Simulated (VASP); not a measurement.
**BaH: relaxation of cell and atoms with PBE**

Crystal: BaH.

```
Ba H
1.0
     3.70141    0.00000    0.00000
     0.00000    3.70141    0.00000
     0.00000    0.00000    3.70141
Ba H
1 1
Direct
  0.00000 0.00000 0.00000
  0.50000 0.50000 0.50000
```

The cell was generated, and may not be a known phase.

```json
{"Program": "VASP 6.6.1", "Task": "relaxation of cell and atoms", "Functional": "PBE", "Potentials or basis": "VASP PAW PBE potentials, release 64 (Ba_sv, H_h)", "Cutoff": "910 eV", "k mesh": "16 × 16 × 16", "Occupations": "gaussian, width 0.1 eV", "Spin": "no spin polarisation", "Dipole correction": "no", "Further INCAR settings": "ALGO = Normal; EDIFF = 1e-07; IBRION = 2; EDIFFG = -0.01; NSW = 100; ISIF = 3"}
```

```yaml
Relaxed_volume: 23.58 Å³/atom
Relaxed_cell: a = 3.613 Å, b = 3.613 Å, c = 3.613 Å, α = 90.00°, β = 90.00°, γ = 90.00°
Space_group_after_relaxing_to_0.1_Å: Pm-3m (No. 221)
Energy_gained_by_relaxing: 7.2 meV/atom
Ionic_steps: 3
Pressure_after_relaxing: 0.0 GPa
Band_gap_on_the_k_mesh: zero (an odd number of electrons rules out a gap without spin polarisation)
```

The path:
| step | energy change (eV) | largest force (eV/Å) | pressure (GPa) | volume (Å³) |
| --- | --- | --- | --- | --- |
| 1 | 0.0000 | 0.0000 | -1.19 | 50.71 |
| 2 | -0.0085 | 0.0000 | -0.80 | 49.34 |
| 3 | -0.0144 | 0.0000 | -0.04 | 47.15 |

Final structure:
```
Ba H
1.0
     3.61270    0.00000    0.00000
     0.00000    3.61270    0.00000
     0.00000    0.00000    3.61270
Ba H
1 1
Direct
  0.00000 0.00000 0.00000
  0.50000 0.50000 0.50000
```

Levels at points of the mesh, in eV from the Fermi level:
| k point | band 1 | band 2 | band 3 | band 4 | band 5 | band 6 | band 7 | band 8 | band 9 |
| --- | --- | --- | --- | --- | --- | --- | --- | --- | --- |
| (0.00, 0.00, 0.00) | -29.28 | -13.76 | -13.76 | -13.76 | -5.52 | -0.62 | -0.62 | 4.64 | 5.91 |
| (0.50, 0.00, 0.00) | -29.11 | -15.27 | -13.61 | -13.61 | -3.43 | -1.04 | 0.16 | 2.55 | 2.55 |
| (0.50, 0.50, 0.00) | -28.96 | -14.99 | -14.99 | -13.47 | -4.65 | 0.61 | 3.30 | 3.42 | 3.42 |
| (0.50, 0.50, 0.50) | -28.81 | -14.78 | -14.78 | -14.78 | -2.88 | -1.00 | -1.00 | -1.00 | 8.30 |

Run time: 2.7 min on 1 thread of AMD EPYC 9R45 96-Core Processor (Zen 5) (shared host), peak memory 0.35 GiB.

Caveat: spin-orbit coupling is left out, which moves the levels of the heavy elements.
